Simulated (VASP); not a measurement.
AlGa3As4:

```xyz
8
Lattice="5.3625 0.0000 0.0000 0.0000 5.3625 0.0000 0.0000 0.0000 5.3625" Properties=species:S:1:pos:R:3 pbc="T T T"
Al    0.0000    0.0000    0.0000
Ga    2.6813    2.6813    0.0000
Ga    2.6813    0.0000    2.6813
Ga    0.0000    2.6813    2.6813
As    4.0526    4.0526    1.3100
As    4.0526    1.3100    4.0526
As    1.3100    4.0526    4.0526
As    1.3100    1.3100    1.3100
```

- Program: VASP 6.6.1
- Task: relaxation of cell and atoms
- Functional: PBEsol
- Potentials or basis: VASP PAW PBE potentials, release 64 (Al, Ga_d, As)
- Cutoff: 600 eV
- k mesh: 4 × 4 × 4
- Occupations: gaussian, width 0.1 eV
- Spin: no spin polarisation

At the start: pressure 17.1 GPa; volume 19.28 Å³/atom.

Where does the relaxation end?

Over 6 steps the energy falls by 172.6 meV/atom and the volume is 22.69 Å³/atom (+17.7 %); space group P-43m (No. 215, to 0.1 Å) before and after.

Step by step:
| step | energy change (eV) | largest force (eV/Å) | pressure (GPa) | volume (Å³) |
| --- | --- | --- | --- | --- |
| 1 | 0.0000 | 1.0789 | 17.06 | 154.21 |
| 2 | -0.8905 | 0.0038 | -6.06 | 204.71 |
| 3 | -1.3677 | 0.2912 | -0.25 | 182.80 |
| 4 | -1.3674 | 0.3020 | 0.03 | 182.20 |
| 5 | -1.3783 | 0.1301 | 0.16 | 181.76 |
| 6 | -1.3805 | 0.0219 | 0.26 | 181.49 |

Final structure:
```yaml
crystal:
  lattice:
    - [5.66172, 0.00000, 0.00000]
    - [0.00000, 5.66172, 0.00000]
    - [0.00000, 0.00000, 5.66172]
  atoms:
    - { symbol: Al, position: [0.00000, 0.00000, 0.00000] }
    - { symbol: Ga, position: [0.50000, 0.50000, 0.00000] }
    - { symbol: Ga, position: [0.50000, 0.00000, 0.50000] }
    - { symbol: Ga, position: [0.00000, 0.50000, 0.50000] }
    - { symbol: As, position: [0.75013, 0.75013, 0.24987] }
    - { symbol: As, position: [0.75013, 0.24987, 0.75013] }
    - { symbol: As, position: [0.24987, 0.75013, 0.75013] }
    - { symbol: As, position: [0.24987, 0.24987, 0.24987] }
```

Caveat: the volume moved by over 15 % at a fixed basis, so the end points are rough; the PAW data sets were made with another functional, which shifts forces and pressure a little; the relaxation stopped at a loose force limit of 0.05 eV/Å, so its end isn't a converged minimum.
